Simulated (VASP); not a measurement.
A run of VASP 6.6.1 is set up as follows.

Contents of INCAR:

```
SYSTEM = HfB
PREC = Accurate ; ENCUT = 520
EDIFF = 1E-6 ; ISMEAR = -1
SIGMA = 0.05 ; LREAL = .False.
LASPH = .True. ; NELM = 60
ALGO = Normal ; ISIF = 2
LWAVE = .False. ; LCHARG = .False.
NBANDS = 14
```

The input KPOINTS:

```
regular mesh
0
Gamma
  10 10 10
  0 0 0
```

File POSCAR:

```
HfB
1.0
    0.0000000000      2.3252984591      2.3252984591
    2.3252984591      0.0000000000      2.3252984591
    2.3252984591      2.3252984591      0.0000000000
Hf B
1 1
Direct
    0.5000000000      0.5000000000      0.5000000000
    0.0000000000      0.0000000000      0.0000000000
```

Potentials or basis: VASP PAW LDA potentials, release 64 (Hf_pv, B).

Run with:

```console
$ cat potpaw_LDA.64/Hf_pv/POTCAR potpaw_LDA.64/B/POTCAR > POTCAR
$ mpirun -np 1 vasp_std > vasp.out
```

**Question.** Predict the pressure.

**Answer.** 14.6 GPa.
